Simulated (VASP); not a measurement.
# Cu (I4/mmm) in VASP: electric field gradients with revPBE+U

Aim: the electric field gradients of Cu with revPBE+U.

All numbers are computed with VASP 6.6.1; they aren't measurements. Logs are shortened: lines on timing, memory, paths and dates and some standing lists are left out, and cuts for length are marked.

## Step 1: The cell of the first run

Symmetry: I4/mmm, No. 139, tetragonal system. The conventional cell has a = 2.886 Å, b = 2.886 Å, c = 2.752 Å, α = 90.00°, β = 90.00°, γ = 90.00°. Cu (site symmetry 4/mmm) has 14 Cu at 2.46 to 2.89 Å within 3.2 Å.

## Step 2: Electric field gradients, revPBE+U

Contents of INCAR:

```
SYSTEM = Cu
PREC = Accurate ; ENCUT = 520
EDIFF = 1E-8 ; ISMEAR = 0
SIGMA = 0.01 ; LREAL = .FALSE.
LASPH = .TRUE. ; NELM = 150
ALGO = Fast ; ISIF = 2
LWAVE = .FALSE. ; LCHARG = .FALSE.
LMAXMIX = 4 ; LDAU = .TRUE.
LDAUTYPE = 2 ; LDAUL = 2
LDAUU = 5.3 ; LDAUJ = 0
LDAUPRINT = 1 ; GGA = RE
LEFG = .TRUE. ; NBANDS = 12
```

Contents of KPOINTS:

```
regular mesh
0
G
  13 13 13
  0 0 0
```

Contents of POSCAR:

```
Cu
1.0
   -1.4427933200      1.4427933200      1.3760814500
    1.4427933200     -1.4427933200      1.3760814500
    1.4427933200      1.4427933200     -1.3760814500
Cu
1
Direct
    0.0000000000      0.0000000000      0.0000000000
```

Potentials or basis: VASP PAW PBE potentials, release 64 (Cu).

The run is started by

```bash
cat potpaw_PBE.64/Cu/POTCAR > POTCAR
mpirun -np 1 vasp_std > vasp.out
```

OUTCAR:

```text
SYSTEM = Cu
   PREC = Accurate
   ENCUT = 520
   EDIFF = 1E-8
   ISMEAR = 0
   LREAL = .FALSE.
   LASPH = .TRUE.
   NELM = 150
   ISIF = 2
   GGA = RE

 ion  position               nearest neighbor table
   1  0.000  0.000  0.000-

  LATTYP: Found a body centered tetragonal cell.
 ALAT       =     2.8855866400
 C/A-ratio  =     0.9537620052

  Lattice vectors:

 A1 = (  -1.4427933200,   1.4427933200,   1.3760814500)
 A2 = (   1.4427933200,  -1.4427933200,   1.3760814500)
 A3 = (   1.4427933200,   1.4427933200,  -1.3760814500)

Analysis of symmetry for initial positions (statically):
=====================================================================
 Subroutine PRICEL returns:
 Original cell was already a primitive cell.

 Routine SETGRP: Setting up the symmetry group for a
 body centered tetragonal supercell.

 Subroutine GETGRP returns: Found 16 space group operations
 (whereof 16 operations were pure point group operations)
 out of a pool of 16 trial point group operations.

The static configuration has the point symmetry D_4h.

Analysis of symmetry for dynamics (positions and initial velocities):
=====================================================================
 Subroutine PRICEL returns:
 Original cell was already a primitive cell.

 Routine SETGRP: Setting up the symmetry group for a
 body centered tetragonal supercell.

 Subroutine GETGRP returns: Found 16 space group operations
 (whereof 16 operations were pure point group operations)
 out of a pool of 16 trial point group operations.

The dynamic configuration has the point symmetry D_4h.

 Subroutine INISYM returns: Found 16 space group operations
 (whereof 16 operations are pure point group operations),
 and found     1 'primitive' translations

----------------------------------------------------------------------------------------

                                     Primitive cell

  volume of cell :      11.4581

  direct lattice vectors                    reciprocal lattice vectors
    -1.442793320  1.442793320  1.376081450     0.000000000  0.346549983  0.363350585
     1.442793320 -1.442793320  1.376081450     0.346549983  0.000000000  0.363350585
     1.442793320  1.442793320 -1.376081450     0.346549983  0.346549983  0.000000000

  length of vectors
     2.461078074  2.461078074  2.461078074     0.502116060  0.502116060  0.490095685

  position of ions in fractional coordinates (direct lattice)
     0.000000000  0.000000000  0.000000000

  ion indices of the primitive-cell ions
   primitive index   ion index
                 1           1

----------------------------------------------------------------------------------------

 KPOINTS: regular mesh

Automatic generation of k-mesh.
 Grid dimensions read from file:
 generate k-points for:   13   13   13

 Generating k-lattice:

  Cartesian coordinates                     Fractional coordinates (reciprocal lattice)
     0.000000000  0.026657691  0.027950045     0.076923077 -0.000000000  0.000000000
     0.026657691  0.000000000  0.027950045    -0.000000000  0.076923077  0.000000000
     0.026657691  0.026657691  0.000000000     0.000000000  0.000000000  0.076923077

  Length of vectors
     0.038624312  0.038624312  0.037699668

  Shift w.r.t. Gamma in fractional coordinates (k-lattice)
     0.000000000  0.000000000  0.000000000

 Subroutine IBZKPT returns following result:
 ===========================================

 Found    196 irreducible k-points:

[... 78 lines left out ...]
   LEPSILON=     F    determine dielectric tensor
   LRPA    =     F    only Hartree local field effects (RPA)
 non-spin polarized calculation
 RMM-DIIS sequential band-by-band and
 Gauss-broadening in eV      SIGMA  =   0.01
  energy-cutoff  :      520.00
  volume of cell :       11.46
 maximum number of plane-waves:       323
   NGX =  9   NGY =  9   NGZ =  9

atom =   1  type =  1  l = 2

 onsite density matrix

spin component  1

  0.9337 -0.0000  0.0000 -0.0000 -0.0000
 -0.0000  0.9357  0.0000  0.0000 -0.0000
  0.0000  0.0000  0.9420 -0.0000  0.0000
 -0.0000  0.0000 -0.0000  0.9357  0.0000
 -0.0000 -0.0000  0.0000  0.0000  0.9456

spin component  2

  0.9337 -0.0000  0.0000 -0.0000 -0.0000
 -0.0000  0.9357  0.0000  0.0000 -0.0000
  0.0000  0.0000  0.9420 -0.0000  0.0000
 -0.0000  0.0000 -0.0000  0.9357  0.0000
 -0.0000 -0.0000  0.0000  0.0000  0.9456

 occupancies and eigenvectors

  o =  0.9337  v =  1.0000  0.0000  0.0000  0.0000  0.0000  0.0000  0.0000  0.0000  0.0000  0.0000      0.0000  0.0000  0.0000  0.0000  0.0000  0.0000  0.0000  0.0000  0.0000  0.0000
  o =  0.9337  v =  0.0000  0.0000  0.0000  0.0000  0.0000  1.0000  0.0000  0.0000  0.0000  0.0000      0.0000  0.0000  0.0000  0.0000  0.0000  0.0000  0.0000  0.0000  0.0000  0.0000
  o =  0.9357  v =  0.0000  0.1875  0.0000 -0.9823 -0.0000  0.0000  0.0000  0.0000  0.0000  0.0000      0.0000  0.0000  0.0000  0.0000  0.0000  0.0000  0.0000  0.0000  0.0000  0.0000
  o =  0.9357  v =  0.0000  0.0000  0.0000  0.0000  0.0000  0.0000  0.1875  0.0000 -0.9823 -0.0000      0.0000  0.0000  0.0000  0.0000  0.0000  0.0000  0.0000  0.0000  0.0000  0.0000
  o =  0.9357  v =  0.0000 -0.9823 -0.0000 -0.1875  0.0000  0.0000  0.0000  0.0000  0.0000  0.0000      0.0000  0.0000  0.0000  0.0000  0.0000  0.0000  0.0000  0.0000  0.0000  0.0000
  o =  0.9357  v =  0.0000  0.0000  0.0000  0.0000  0.0000  0.0000 -0.9823 -0.0000 -0.1875  0.0000      0.0000  0.0000  0.0000  0.0000  0.0000  0.0000  0.0000  0.0000  0.0000  0.0000
  o =  0.9420  v =  0.0000 -0.0000  1.0000  0.0000  0.0000  0.0000  0.0000  0.0000  0.0000  0.0000      0.0000  0.0000  0.0000  0.0000  0.0000  0.0000  0.0000  0.0000  0.0000  0.0000
  o =  0.9420  v =  0.0000  0.0000  0.0000  0.0000  0.0000  0.0000 -0.0000  1.0000  0.0000  0.0000      0.0000  0.0000  0.0000  0.0000  0.0000  0.0000  0.0000  0.0000  0.0000  0.0000
  o =  0.9456  v =  0.0000  0.0000 -0.0000 -0.0000  1.0000  0.0000  0.0000  0.0000  0.0000  0.0000      0.0000  0.0000  0.0000  0.0000  0.0000  0.0000  0.0000  0.0000  0.0000  0.0000
  o =  0.9456  v =  0.0000  0.0000  0.0000  0.0000  0.0000  0.0000  0.0000 -0.0000 -0.0000  1.0000      0.0000  0.0000  0.0000  0.0000  0.0000  0.0000  0.0000  0.0000  0.0000  0.0000

 number of electron      10.9999998 magnetization

 Free energy of the ion-electron system (eV)
  ---------------------------------------------------
  ext. energy  EPLUGINS =         0.00000000
  ---------------------------------------------------
  free energy    TOTEN  =        -1.54821156 eV

  energy without entropy =       -1.54818116  energy(sigma->0) =       -1.54819636

 E-fermi :   7.6286     XC(G=0): -12.6831

 val. band max:        7.4878872790   @ k =  -0.1538   0.4615   0.0769
 cond. band min:       7.6340718255   @ k =  -0.3077   0.3846   0.2308
 fundamental gap:      0.1461845466
 Fermi energy:         7.6285816946

 k-point     1 :       0.0000    0.0000    0.0000
  band No.  band energies     occupation
      1      -1.4279      2.00000
      2       3.2651      2.00000
      3       3.4495      2.00000
      4       3.4495      2.00000
      5       4.3105      2.00000
      6       4.5004      2.00000
      7      32.9381      0.00000
      8      32.9381      0.00000
      9      34.1660      0.00000
     10      35.3941      0.00000
     11      35.8562      0.00000
     12      37.0156      0.00000
[... 331 lines left out ...]
 k-point    24 :       0.4615    0.1538    0.0000
  band No.  band energies     occupation
      1       2.0008      2.00000
      2       2.6763      2.00000
      3       4.0188      2.00000
      4       4.4071      2.00000
      5       4.8078      2.00000
      6       8.6119      0.00000
      7      13.2856      0.00000
      8      20.1043      0.00000
      9      25.3697      0.00000
     10      30.9160      0.00000
     11      36.8120      0.00000
     12      39.4647      0.00000

 [... further k-points ...]

------------------------ aborting loop because EDIFF is reached ----------------------------------------

  FORCE on cell =-STRESS in cart. coord.  units (eV):
  Direction    XX          YY          ZZ          XY          YZ          ZX
  --------------------------------------------------------------------------------------
  -------------------------------------------------------------------------------------
  Total        0.6450081      0.6450081      0.5699870      0.0000000     -0.0000000      0.0000000
  in kB       90.1910370     90.1910370     79.7008812      0.0000000     -0.0000000      0.0000000
  external PRESSURE =      86.6943184 kB  Pullay stress =       0.0000000 kB

 VOLUME and BASIS-vectors are now :
 -----------------------------------------------------------------------------
  energy-cutoff  :      520.00
  volume of cell :       11.46
      direct lattice vectors                 reciprocal lattice vectors
    -1.442793320  1.442793320  1.376081450     0.000000000  0.346549983  0.363350585
     1.442793320 -1.442793320  1.376081450     0.346549983  0.000000000  0.363350585
     1.442793320  1.442793320 -1.376081450     0.346549983  0.346549983  0.000000000

 POSITION                                       TOTAL-FORCE (eV/Angst)
 -----------------------------------------------------------------------------------
      0.00000      0.00000      0.00000         0.000000      0.000000      0.000000
 -----------------------------------------------------------------------------------
    total drift:                                0.000000     -0.000000      0.000000

  FREE ENERGIE OF THE ION-ELECTRON SYSTEM (eV)
  ---------------------------------------------------
  free  energy   TOTEN  =        -1.5482115560 eV

  energy  without entropy=       -1.5481811604  energy(sigma->0) =       -1.54819636

 Electric field gradients (V/A^2)
---------------------------------------------------------------------
 ion       V_xx      V_yy      V_zz      V_xy      V_xz      V_yz
---------------------------------------------------------------------
   1      -1.232    -1.232     2.464    -0.000    -0.000    -0.000
---------------------------------------------------------------------

 Electric field gradients after diagonalization (V/A^2)
 (convention: |V_zz| > |V_xx| > |V_yy|)
----------------------------------------------------------------------
 ion       V_xx      V_yy      V_zz     asymmetry (V_yy - V_xx)/ V_zz
----------------------------------------------------------------------
   1      -1.232    -1.232     2.464       0.000
----------------------------------------------------------------------

           NMR quadrupolar parameters

 Cq : quadrupolar parameter    Cq=e*Q*V_zz/h
 eta: asymmetry parameters     (V_yy - V_xx)/ V_zz
 Q  : nuclear electric quadrupole moment in mb (millibarn)
----------------------------------------------------------------------
 ion       Cq(MHz)       eta       Q (mb)
----------------------------------------------------------------------
   1       0.006       0.000       1.000
----------------------------------------------------------------------
```

It took 35 s on 1 thread of AMD EPYC 7R43 (Zen 3), shared host; peak memory 0.1 GiB.

Results:

```yaml
Free_energy: -1.5482 eV
Pressure: 8.7 GPa
Band_gap_on_the_k_mesh: zero (an odd number of electrons rules out a gap without spin polarisation)
Largest_electric_field_gradient_by_atom: Cu +2.5 V/Å²
```

Stress tensor (GPa, compression positive):
```
9.02 0.00 0.00
0.00 9.02 0.00
0.00 0.00 7.97
```

Electric field gradients, principal values (V/Å²):
```tsv
atom	least	middle	greatest (by size)
1 Cu	-1.232	-1.232	2.464
```

Eigenvalues of the final occupation matrices:
```
    site  spin  trace               eigenvalues
site 1 d     1   4.69  0.93 0.94 0.94 0.94 0.95
site 1 d     2   4.69  0.93 0.94 0.94 0.94 0.95
```

Caveat: the cell stands under pressure; without QUAD_EFG the Cq values of the log hold for a quadrupole moment of 1 mb, not for the nuclei; the PAW data sets were made with another functional, which shifts forces and pressure a little; U without spin polarisation on a metal has little footing; the U is typed as a test and isn't derived for this compound.

The gap in the log of VASP goes by the Fermi energy; the results here count the filled bands.